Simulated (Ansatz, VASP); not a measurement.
## Cr: VASP beside Ansatz

```xyz
1
Lattice="-1.4074 1.4074 1.4074 1.4074 -1.4074 1.4074 1.4074 1.4074 -1.4074" Properties=species:S:1:pos:R:3 pbc="T T T"
Cr    0.0000    0.0000    0.0000
```

Alike in both runs: functional PBEsol; k mesh 15 × 15 × 15; occupations fermi-dirac, width 0.1 eV; no spin polarisation.

Ansatz relaxed the structure, and its values are those at the end. VASP's run is a single point on that final structure, the one shown.

|  | VASP | Ansatz |
| --- | --- | --- |
| version | VASP 6.6.1 | Ansatz 0.2.0 |
| potentials or method | VASP PAW PBE potentials, release 64 (Cr_pv), cutoff 520 eV | plane waves (420 eV) with PAW, scalar-relativistic |
| valence electrons in the cell | 12 | 14 |

```tsv
	VASP	Ansatz	Ansatz less VASP
pressure (GPa)	-0.6	0.0	+0.60
```

VASP's potentials were made for PBE, not for PBEsol, and Ansatz warns of the same on its side. The functional is the same, so the differences come from potentials, cutoffs and numerics. VASP's potentials hold 12 valence electrons a cell and Ansatz's 14, so a difference there can come from the potentials and not from the codes.
